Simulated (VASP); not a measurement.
# Ta (P6_3/mmc) in VASP: a series of runs

The runs below take Ta through single point, with r2SCAN.

All numbers are computed with VASP 6.6.1; they aren't measurements. Logs are shortened: lines on timing, memory, paths and dates and some standing lists are left out, and cuts for length are marked.

## 1. The cell of the first run

It takes space group P6_3/mmc (No. 194, hexagonal). The conventional cell has a = 2.900 Å, b = 2.900 Å, c = 5.166 Å, α = 90.00°, β = 90.00°, γ = 120.00°. Within 3.8 Å of Ta (site symmetry -6m2) lie 12 Ta at 2.90 to 3.08 Å.

This isn't the form of Ta at room conditions, which is bcc.

## 2. Single point, r2SCAN

File POSCAR:

```
Ta
1.0
    2.9003720726      0.0000000000      0.0000000000
   -1.4501860363      2.5117958953      0.0000000000
    0.0000000000      0.0000000000      5.1662740000
Ta
2
Direct
    0.3333333333      0.6666666667      0.2500000000
    0.6666666667      0.3333333333      0.7500000000
```

File INCAR.step1:

```
SYSTEM = Ta
PREC = Accurate ; ENCUT = 550
ISMEAR = -1 ; SIGMA = 0.05
LREAL = .FALSE. ; LASPH = .TRUE.
NELM = 120 ; NBANDS = 20
GGA = PE ; ALGO = Normal
EDIFF = 1E-5 ; LWAVE = .TRUE.
LCHARG = .FALSE. ; GGA_COMPAT = .FALSE.
```

File INCAR.step2:

```
SYSTEM = Ta
PREC = Accurate ; ENCUT = 550
EDIFF = 1E-6 ; ISMEAR = -1
SIGMA = 0.05 ; LREAL = .FALSE.
LASPH = .TRUE. ; NELM = 120
ALGO = Normal ; ISIF = 2
LWAVE = .FALSE. ; LCHARG = .FALSE.
METAGGA = R2SCAN ; LMIXTAU = .TRUE.
NBANDS = 20 ; ISTART = 1
GGA_COMPAT = .FALSE.
```

File KPOINTS:

```
Automatic mesh
0
G
  11 11 5
  0 0 0
```

Potentials or basis: VASP PAW PBE potentials, release 64 (Ta_sv_GW).

On the command line:

```bash
$ cat potpaw_PBE.64/Ta_sv_GW/POTCAR > POTCAR
$ cp INCAR.step1 INCAR
$ mpirun -np 1 vasp_std > vasp.out
$ cp INCAR.step2 INCAR
$ mpirun -np 1 vasp_std > vasp.out
```

OUTCAR:

```text
SYSTEM = Ta
   PREC = Accurate
   ENCUT = 550
   EDIFF = 1E-6
   ISMEAR = -1
   LREAL = .FALSE.
   LASPH = .TRUE.
   NELM = 120
   ISIF = 2
   METAGGA = R2SCAN
   ISTART = 1

 ion  position               nearest neighbor table
   1  0.333  0.667  0.250-   2 3.08   2 3.08   2 3.08   2 3.08   2 3.08   2 3.08
   2  0.667  0.333  0.750-   1 3.08   1 3.08   1 3.08   1 3.08   1 3.08   1 3.08

  LATTYP: Found a hexagonal cell.
 ALAT       =     2.9003720726
 C/A-ratio  =     1.7812452577

  Lattice vectors:

 A1 = (   2.9003720726,   0.0000000000,   0.0000000000)
 A2 = (  -1.4501860363,   2.5117958953,   0.0000000000)
 A3 = (   0.0000000000,   0.0000000000,   5.1662740000)

Analysis of symmetry for initial positions (statically):
=====================================================================
 Subroutine PRICEL returns:
 Original cell was already a primitive cell.

 Routine SETGRP: Setting up the symmetry group for a
 hexagonal supercell.

 Subroutine GETGRP returns: Found 24 space group operations
 (whereof 12 operations were pure point group operations)
 out of a pool of 24 trial point group operations.

The static configuration has the point symmetry D_3d.
 The point group associated with its full space group is D_6h.

Analysis of symmetry for dynamics (positions and initial velocities):
=====================================================================
 Subroutine PRICEL returns:
 Original cell was already a primitive cell.

 Routine SETGRP: Setting up the symmetry group for a
 hexagonal supercell.

 Subroutine GETGRP returns: Found 24 space group operations
 (whereof 12 operations were pure point group operations)
 out of a pool of 24 trial point group operations.

The dynamic configuration has the point symmetry D_3d.
 The point group associated with its full space group is D_6h.

 Subroutine INISYM returns: Found 24 space group operations
 (whereof 12 operations are pure point group operations),
 and found     1 'primitive' translations

----------------------------------------------------------------------------------------

                                     Primitive cell

  volume of cell :      37.6370

  direct lattice vectors                    reciprocal lattice vectors
     2.900372073  0.000000000  0.000000000     0.344783350  0.199060760  0.000000000
    -1.450186036  2.511795895  0.000000000     0.000000000  0.398121520  0.000000000
     0.000000000  0.000000000  5.166274000     0.000000000  0.000000000  0.193563098

  length of vectors
     2.900372073  2.900372073  5.166274000     0.398121520  0.398121520  0.193563098

  position of ions in fractional coordinates (direct lattice)
     0.333333333  0.666666667  0.250000000
     0.666666667  0.333333333  0.750000000

  ion indices of the primitive-cell ions
   primitive index   ion index
                 1           1
                 2           2

----------------------------------------------------------------------------------------

 KPOINTS: Automatic mesh

Automatic generation of k-mesh.
 Grid dimensions read from file:
 generate k-points for:   11   11    5

 Generating k-lattice:

  Cartesian coordinates                     Fractional coordinates (reciprocal lattice)
     0.031343941  0.018096433  0.000000000     0.090909091 -0.000000000  0.000000000
     0.000000000  0.036192865  0.000000000     0.000000000  0.090909091  0.000000000
     0.000000000  0.000000000  0.038712620     0.000000000  0.000000000  0.200000000

  Length of vectors
     0.036192865  0.036192865  0.038712620

  Shift w.r.t. Gamma in fractional coordinates (k-lattice)
     0.000000000  0.000000000  0.000000000

 Subroutine IBZKPT returns following result:
 ===========================================

 Found     48 irreducible k-points:

 Following reciprocal coordinates:
            Coordinates               Weight
  0.000000  0.000000  0.000000      1.000000
  0.090909  0.000000  0.000000      6.000000
  0.181818  0.000000  0.000000      6.000000
  0.272727  0.000000  0.000000      6.000000
  0.363636 -0.000000  0.000000      6.000000
  0.454545  0.000000  0.000000      6.000000
[... 16 lines left out ...]
  0.090909  0.090909  0.200000     12.000000
  0.181818  0.090909  0.200000     24.000000
 [... further k-points ...]
   k-points           NKPTS =     48   k-points in BZ     NKDIM =     48   number of bands    NBANDS=     20
   number of dos      NEDOS =    301   number of ions     NIONS =      2
   total plane-waves  NPLWV =  23040
   dimension x,y,z NGX =    24 NGY =   24 NGZ =   40
   dimension x,y,z NGXF=    48 NGYF=   48 NGZF=   80
   ions per type =               2
   NGX,Y,Z   is equivalent  to a cutoff of  13.76, 13.76, 12.87 a.u.
   NGXF,Y,Z  is equivalent  to a cutoff of  27.51, 27.51, 25.74 a.u.
 SYSTEM =  Ta
   PREC   = accura    normal or accurate (medium, high low for compatibility)
   ISTART =      1    job   : 0-new  1-cont  2-samecut
   ICHARG =      0    charge: 1-file 2-atom 10-const
   ISPIN  =      1    spin polarized calculation?
   LNONCOLLINEAR =      F non collinear calculations
   LSORBIT =      F    spin-orbit coupling
   LASPH  =      T    aspherical Exc in radial PAW
   ENCUT  =  550.0 eV  40.42 Ry    6.36 a.u.   5.55  5.55  9.88*2*pi/ulx,y,z
   NELM   =    120;   NELMIN=  2; NELMDL=  0     # of ELM steps
   EDIFF  = 0.1E-05   stopping-criterion for ELM
   LREAL  =      F    real-space projection
   EDIFFG = 0.1E-04   stopping-criterion for IOM
   NSW    =      0    number of steps for IOM
   IBRION =     -1    ionic relax: 0-MD 1-quasi-New 2-CG
   NFREE  =      0    steps in history (QN), initial steepest desc. (CG)
   ISIF   =      2    stress and relaxation
   ISYM   =      2    0-nonsym 1-usesym 2-fastsym
   POTIM  = 0.5000    time-step for ionic-motion
   TEBEG  =    0.0;   TEEND  =   0.0 temperature during run
   PSTRESS=    0.0 pullay stress
   NELECT =      26.0000    total number of electrons
   NUPDOWN=      -1.0000    fix difference up-down
   EMIN   =  10.00;   EMAX   =-10.00  energy-range for DOS
   EFERMI =   0.00;   METHOD = LEGACY
   ISMEAR =    -1;   SIGMA  =   0.05  broadening in eV -4-tet -1-fermi 0-gaus
   EFERMI_NEDOS =   21; number of points for ismear=-14 and -15
   IALGO  =     38    algorithm
   IMIX   =      4    mixing-type and parameters
     AMIX     =   0.40;   BMIX     =  1.00
     AMIX_MAG =   1.60;   BMIX_MAG =  1.00
  volume/ion in A,a.u.               =      18.82       126.99
  Fermi-wavevector in a.u.,A,eV,Ry     =   1.447196  2.734804 28.495731  2.094377
  Thomas-Fermi vector in A             =   2.565179
   LORBIT       =      0    0 simple, 1 ext, 2 COOP (PROOUT), +10 PAW based schemes
   METAGGA = R2SCAN    functional components
   LHFCALC =     F    Hartree Fock is set to
   AEXX    =    0.0000 exact exchange contribution
   IVDW    =     0    specifies the selected vdW correction
   LEPSILON=     F    determine dielectric tensor
   LRPA    =     F    only Hartree local field effects (RPA)
 non-spin polarized calculation
  energy-cutoff  :      550.00
  volume of cell :       37.64
 maximum number of plane-waves:      1125
 NGX is ok and might be reduce to    24
   NGX = 11   NGY = 11   NGZ = 19

 number of electron      26.0000002 magnetization

 Free energy of the ion-electron system (eV)
  ---------------------------------------------------
  ext. energy  EPLUGINS =         0.00000000
  ---------------------------------------------------
  free energy    TOTEN  =      -101.56756291 eV

  energy without entropy =     -101.54832517  energy(sigma->0) =     -101.55794404

 E-fermi :  10.2651     XC(G=0): -13.8482

 val. band max:       10.1742925503   @ k =   0.0909   0.0909   0.2000
 cond. band min:      10.2679383353   @ k =   0.2727   0.0909   0.4000
 fundamental gap:      0.0936457850
 Fermi energy:        10.2650662250

 k-point     1 :       0.0000    0.0000    0.0000
  band No.  band energies     occupation
      1     -59.3744      2.00000
      2     -59.3105      2.00000
      3     -25.5655      2.00000
      4     -24.7138      2.00000
      5     -24.5924      2.00000
      6     -24.5924      2.00000
[... 12 lines left out ...]
     19      15.7033      0.00000
     20      15.7033      0.00000

 k-point     2 :       0.0909    0.0000    0.0000
  band No.  band energies     occupation
      1     -59.3660      2.00000
      2     -59.3044      2.00000
      3     -25.5382      2.00000
      4     -24.7171      2.00000
      5     -24.6811      2.00000
      6     -24.6165      2.00000
[... 12 lines left out ...]
     19      15.8306      0.00000
     20      16.3319      0.00000

 k-point     3 :       0.1818    0.0000    0.0000
  band No.  band energies     occupation
      1     -59.3432      2.00000
      2     -59.2883      2.00000
      3     -25.4608      2.00000
      4     -24.9160      2.00000
      5     -24.8331      2.00000
      6     -24.7285      2.00000
[... 12 lines left out ...]
     19      16.0260      0.00000
     20      17.6271      0.00000

 k-point     4 :       0.2727    0.0000    0.0000
  band No.  band energies     occupation
      1     -59.3126      2.00000
      2     -59.2678      2.00000
      3     -25.3489      2.00000
      4     -25.2176      2.00000
      5     -25.1247      2.00000
      6     -24.7567      2.00000
[... 12 lines left out ...]
     19      16.1229      0.00000
     20      18.6917      0.00000

 k-point     5 :       0.3636   -0.0000    0.0000
  band No.  band energies     occupation
      1     -59.2829      2.00000
      2     -59.2503      2.00000
      3     -25.4880      2.00000
      4     -25.3806      2.00000
      5     -25.2268      2.00000
      6     -24.8264      2.00000
[... 12 lines left out ...]
     19      16.1312      0.00000
     20      18.4216      0.00000
[... 353 lines left out ...]
      6     -24.8138      2.00000
[... 12 lines left out ...]
     19      16.1114      0.00000
     20      17.4679      0.00000

 k-point    22 :       0.4545    0.0000    0.2000
  band No.  band energies     occupation
      1     -59.2617      2.00000
      2     -59.2435      2.00000
      3     -25.6589      2.00000
      4     -25.5604      2.00000
      5     -25.0786      2.00000
      6     -24.8527      2.00000
[... 12 lines left out ...]
     19      17.0120      0.00000
     20      17.3658      0.00000

 k-point    23 :       0.0909    0.0909    0.2000
  band No.  band energies     occupation
      1     -59.3450      2.00000
      2     -59.2988      2.00000
      3     -25.4223      2.00000
      4     -24.8531      2.00000
      5     -24.8147      2.00000
      6     -24.7284      2.00000
[... 12 lines left out ...]
     19      15.6742      0.00000
     20      16.5938      0.00000

 k-point    24 :       0.1818    0.0909    0.2000
  band No.  band energies     occupation
      1     -59.3191      2.00000
      2     -59.2797      2.00000
      3     -25.3568      2.00000
      4     -25.0713      2.00000
      5     -25.0321      2.00000
      6     -24.7856      2.00000
[... 12 lines left out ...]
     19      15.5999      0.00000
     20      17.2817      0.00000

 [... further k-points ...]

------------------------ aborting loop because EDIFF is reached ----------------------------------------

  FORCE on cell =-STRESS in cart. coord.  units (eV):
  Direction    XX          YY          ZZ          XY          YZ          ZX
  --------------------------------------------------------------------------------------
  -------------------------------------------------------------------------------------
  Total       -1.1548367     -1.1548367     -0.8612854      0.0000000     -0.0000000      0.0000000
  in kB      -49.1604297    -49.1604297    -36.6641949      0.0000000     -0.0000000      0.0000000
  external PRESSURE =     -44.9950181 kB  Pullay stress =       0.0000000 kB

 VOLUME and BASIS-vectors are now :
 -----------------------------------------------------------------------------
  energy-cutoff  :      550.00
  volume of cell :       37.64
      direct lattice vectors                 reciprocal lattice vectors
     2.900372073  0.000000000  0.000000000     0.344783350  0.199060760  0.000000000
    -1.450186036  2.511795895  0.000000000     0.000000000  0.398121520  0.000000000
     0.000000000  0.000000000  5.166274000     0.000000000  0.000000000  0.193563098

 POSITION                                       TOTAL-FORCE (eV/Angst)
 -----------------------------------------------------------------------------------
     -0.00000      1.67453      1.29157         0.000000     -0.000000      0.000000
      1.45019      0.83727      3.87471        -0.000000      0.000000      0.000000
 -----------------------------------------------------------------------------------
    total drift:                               -0.000000      0.000000     -0.000000

  FREE ENERGIE OF THE ION-ELECTRON SYSTEM (eV)
  ---------------------------------------------------
  free  energy   TOTEN  =      -101.5675629076 eV

  energy  without entropy=     -101.5483251669  energy(sigma->0) =     -101.55794404
```

It took 2.3 min on 1 thread of Intel Xeon Platinum 8375C at 2.90GHz (Ice Lake), shared host; peak memory 0.19 GiB.

What came out:

```
Free energy            : -101.5676 eV
Pressure               : -4.5 GPa
Band gap on the k mesh : zero (bands 13 and 14 overlap by 1.49 eV)
```

Levels at points of the mesh, in eV from the Fermi level:
```csv
k point,band 10,band 11,band 12,band 13,band 14,band 15,band 16,band 17
"(0.00, 0.00, 0.00)",-5.16,-0.60,-0.40,0.68,0.68,1.26,1.26,3.23
```

Caveat: the cell stands under tension; the PAW data sets were made with another functional, which shifts forces and pressure a little; spin-orbit coupling is left out, which moves the levels of the heavy elements.

## 3. Single point, r2SCAN

This run uses another cell than the first one, of 19.19 Å³/atom.

File POSCAR:

```
Ta
1.0
    2.9195803945      0.0000000000      0.0000000000
   -1.4597901972      2.5284307900      0.0000000000
    0.0000000000      0.0000000000      5.2004887322
Ta
2
Direct
    0.3333333333      0.6666666667      0.2500000000
    0.6666666667      0.3333333333      0.7500000000
```

File INCAR.step1:

```
PREC     = Accurate       # precision mode
ENCUT    = 550            # plane-wave cutoff, eV
ISMEAR   = -1             # smearing method
SIGMA    = 0.05           # smearing width, eV
LREAL    = False          # projectors in reciprocal space
LASPH    = True           # aspherical terms in the spheres
NELM     = 120            # most SCF steps
NBANDS   = 20             # bands
GGA      = PE             # functional
ALGO     = Normal         # electronic algorithm
EDIFF    = 1E-5           # SCF threshold, eV
LWAVE    = True           # write WAVECAR
LCHARG   = False          # write CHGCAR
GGA_COMPAT= False
```

File INCAR.step2:

```
PREC     = Accurate       # precision mode
ENCUT    = 550            # plane-wave cutoff, eV
EDIFF    = 1E-6           # SCF threshold, eV
ISMEAR   = -1             # smearing method
SIGMA    = 0.05           # smearing width, eV
LREAL    = False          # projectors in reciprocal space
LASPH    = True           # aspherical terms in the spheres
NELM     = 120            # most SCF steps
ALGO     = Normal         # electronic algorithm
ISIF     = 2              # what is computed and relaxed
LWAVE    = False          # write WAVECAR
LCHARG   = True           # write CHGCAR
METAGGA  = R2SCAN         # meta-GGA
LMIXTAU  = True         
LELF     = True           # ELF
LVHAR    = True         
NBANDS   = 20             # bands
ISTART   = 1            
GGA_COMPAT= False
```

File KPOINTS:

```
regular mesh
0
Gamma
  11 11 5
```

Potentials or basis: VASP PAW PBE potentials, release 64 (Ta_sv_GW).

On the command line:

```bash
$ cat potpaw_PBE.64/Ta_sv_GW/POTCAR > POTCAR
$ cp INCAR.step1 INCAR
$ mpirun -np 1 vasp_std > vasp.out
$ cp INCAR.step2 INCAR
$ mpirun -np 1 vasp_std > vasp.out
```

Run time: 64 s. Hardware: 1 thread of Intel Xeon 6975P-C (Granite Rapids), shared host; peak memory 0.19 GiB.

Results (log left out):

```yaml
Free_energy: -101.5404 eV
Pressure: -8.0 GPa
Band_gap_on_the_k_mesh: zero (bands 13 and 14 overlap by 1.45 eV)
```

Stress tensor (GPa, compression positive):
```
-8.45  0.00  0.00
 0.00 -8.45  0.00
 0.00  0.00 -7.07
```

Levels at points of the mesh, in eV from the Fermi level:
```
           k point  band 10  band 11  band 12  band 13  band 14  band 15  band 16  band 17
(0.00, 0.00, 0.00)    -5.08    -0.57    -0.44     0.69     0.69     1.25     1.25     3.17
```

Caveat: the cell stands under tension; the PAW data sets were made with another functional, which shifts forces and pressure a little; spin-orbit coupling is left out, which moves the levels of the heavy elements.

The gap in the log of VASP goes by the Fermi energy; the results here count the filled bands.